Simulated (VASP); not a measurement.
AlNi, 2 atoms in the cell. Symmetry: Cmmm, No. 65, orthorhombic system. The conventional cell has a = 3.928 Å, b = 3.958 Å, c = 3.140 Å, α = 90.00°, β = 90.00°, γ = 90.00°. Ni (site symmetry mmm) has 8 Al at 2.51 to 2.53 Å and 6 Ni at 2.79 to 3.14 Å within 3.3 Å. Within 3.3 Å of Al (site symmetry mmm) lie 8 Ni at 2.51 to 2.53 Å and 6 Al at 2.79 to 3.14 Å. 

- Program: VASP 6.6.1
- Task: single point
- Functional: LDA
- Potentials or basis: VASP PAW LDA potentials, release 64 (Ni, Al)
- Cutoff: 520 eV
- k mesh: 10 × 10 × 9
- Occupations: fermi-dirac, width 0.05 eV
- Spin: collinear spin, ferromagnetic start
- Starting moments: [1.0, 0.0] μB
- Dipole correction: no
- Further INCAR settings: ALGO = Fast; EDIFF = 1e-06; NBANDS = 18

Potentials or basis: VASP PAW LDA potentials, release 64 (Ni, Al).

The run is started by

```console
$ cat potpaw_LDA.64/Ni/POTCAR potpaw_LDA.64/Al/POTCAR > POTCAR
$ mpirun -np 1 vasp_std > vasp.out
```

Hardware: 1 thread of Intel Xeon 8259CL, on a shared host.

Q: Estimate the wall time of this run.

A: It took 2.1 min on 1 thread of Intel Xeon 8259CL, with other jobs on the host, peak memory 0.21 GiB. Counts: scf iterations 14, k points 155.
